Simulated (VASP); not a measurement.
B2SbI3, 6 atoms in the cell. Symmetry: P-4m2, No. 115, tetragonal system. Conventional cell: a = 4.372 Å, b = 4.372 Å, c = 9.631 Å, α = 90.00°, β = 90.00°, γ = 90.00°. Within 4.4 Å of B (site symmetry 2mm) lie 7 I at 3.28 to 3.39 Å and 2 Sb at 3.39 Å and 4 B at 4.37 Å. Within 4.1 Å of Sb (site symmetry -4m2) lie 4 I at 3.09 Å and 4 B at 3.39 Å. I (site symmetry 2mm) has 5 B at 3.28 to 3.35 Å and 10 I at 3.82 to 4.37 Å and 2 Sb at 4.29 Å within 4.4 Å. I (site symmetry -4m2) has 4 Sb at 3.09 Å and 4 B at 3.39 Å within 4.1 Å. The cell was generated, and may not be a known phase.

```yaml
Program: VASP 6.6.1
Task: relaxation of cell and atoms
Functional: PBE
Potentials_or_basis: VASP PAW PBE potentials, release 64 (B, Sb, I)
Cutoff: 600 eV
k_mesh: 4 × 4 × 2
Occupations: gaussian, width 0.1 eV
Spin: no spin polarisation
Dipole_correction: no
Further_INCAR_settings: ALGO = Normal; EDIFF = 1e-06; IBRION = 2; EDIFFG = -0.04; NSW = 90; ISIF = 3
```

Potentials or basis: VASP PAW PBE potentials, release 64 (B, Sb, I).

Command:

```bash
$ cat potpaw_PBE.64/B/POTCAR potpaw_PBE.64/Sb/POTCAR potpaw_PBE.64/I/POTCAR > POTCAR
$ mpirun -np 1 vasp_std > vasp.out
```

Hardware: 1 thread of Intel(R) Xeon(R) Platinum 8259CL CPU @ 2.50GHz (Skylake/Cascade Lake), on a shared host.

Task: Estimate the wall time of this run.

Result: It took 27 min on 1 thread of Intel(R) Xeon(R) Platinum 8259CL CPU @ 2.50GHz (Skylake/Cascade Lake), on a shared host, peak memory 0.37 GiB. Counts: scf iterations 358, k points 12, ion steps 43.
